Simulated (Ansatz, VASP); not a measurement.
# One calculation of TiSi, two programs

```xyz
6
Lattice="2.2452 -3.8889 0.0000 -4.4905 0.0000 0.0000 0.0000 0.0000 -5.1229" Properties=species:S:1:pos:R:3 pbc="T T T"
Si    2.2452   -3.8889   -2.5614
Si   -2.2452   -1.2963   -1.3197
Si   -2.2452   -1.2963   -3.8032
Ti    2.2452   -3.8889    0.0000
Ti    0.0000   -2.5926   -1.2764
Ti    0.0000   -2.5926   -3.8464
```

Alike in both runs: functional r2SCAN; k mesh 12 × 12 × 8; occupations gaussian, width 0.1 eV; no spin polarisation.

Ansatz relaxed the structure, and its values are those at the end. VASP's run is a single point on that final structure, the one shown.

|  | VASP | Ansatz |
| --- | --- | --- |
| version | VASP 6.6.1 | Ansatz 0.2.0 |
| potentials or method | VASP PAW PBE potentials, release 64 (Si, Ti_sv), cutoff 520 eV | scalar-relativistic, plane waves, PAW |
| valence electrons in the cell | 48 | 48 |

VASP gave:

| Item | Value |
| --- | --- |
| gap on the k mesh at the Fermi level (eV) | none |
| pressure (GPa) | 0.4 |
| rms of the force components (eV/Å) | 0.005 |

Estimate Ansatz's values.

gap on the k mesh at the Fermi level (eV): none; pressure (GPa): 0.0; rms of the force components (eV/Å): 0.002.

VASP's potentials were made for PBE, not for r2SCAN. A gap of «none» marks a metal or a gap that the smearing closes. The functional is the same, so the differences come from potentials, cutoffs and numerics.
